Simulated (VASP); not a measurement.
# MgZn4Te: single point with PBE

The system is MgZn4Te.

```xyz
6
Lattice="-2.7217 2.7217 4.9941 2.7217 -2.7217 4.9941 2.7217 2.7217 -4.9941" Properties=species:S:1:pos:R:3 pbc="T T T"
Mg    0.0000    0.0000    0.0000
Zn    0.0000    2.7217    1.2792
Zn    2.7217    0.0000    1.2792
Zn    2.7217    0.0000    3.7149
Zn    0.0000    2.7217    3.7149
Te    0.0000    0.0000    4.9941
```

```json
{
 "Program": "VASP 6.6.1",
 "Task": "single point",
 "Functional": "PBE",
 "Potentials or basis": "VASP PAW PBE potentials, release 64 (Mg, Zn, Te)",
 "Cutoff": "520 eV",
 "k mesh": "4 × 4 × 4",
 "Occupations": "gaussian, width 0.1 eV",
 "Spin": "no spin polarisation"
}
```

The pressure is 0.0 GPa. The largest force is 0.033 eV/Å and the band gap on the k mesh is zero (band 28 reaches 3.36 eV, above the bottom of band 29 at 1.79 eV).

Forces on the atoms (eV/Å):
```
Mg   0.000  0.000  0.000
Zn   0.000  0.000  0.033
Zn   0.000  0.000  0.033
Zn   0.000  0.000 -0.033
Zn   0.000  0.000 -0.033
Te   0.000  0.000  0.000
```

Stress tensor (GPa, compression positive):
```
-0.04  0.00  0.00
 0.00 -0.04  0.00
 0.00  0.00  0.11
```

Levels at points of the mesh, in eV from the Fermi level:
```csv
k point,band 25,band 26,band 27,band 28,band 29,band 30,band 31,band 32
"(0.00, 0.00, 0.00)",-2.95,-2.48,-2.12,-0.70,1.02,1.02,1.12,1.44
"(0.50, 0.00, 0.00)",-2.82,-2.14,-0.67,-0.26,0.04,1.99,2.21,3.20
"(0.50, 0.50, 0.00)",-3.02,-2.70,-0.53,0.57,1.12,1.94,2.53,2.63
"(0.50, 0.50, 0.50)",-3.42,-3.42,0.26,1.33,1.52,1.52,3.04,3.06
```

Wall time 100 s on 1 thread of AMD EPYC 9R45 96-Core Processor (Zen 5), with other jobs on the host, peak memory 0.32 GiB.

Caveat: the k points lie up to 0.41 Å⁻¹ apart; spin-orbit coupling is left out, which moves the levels of the heavy elements.
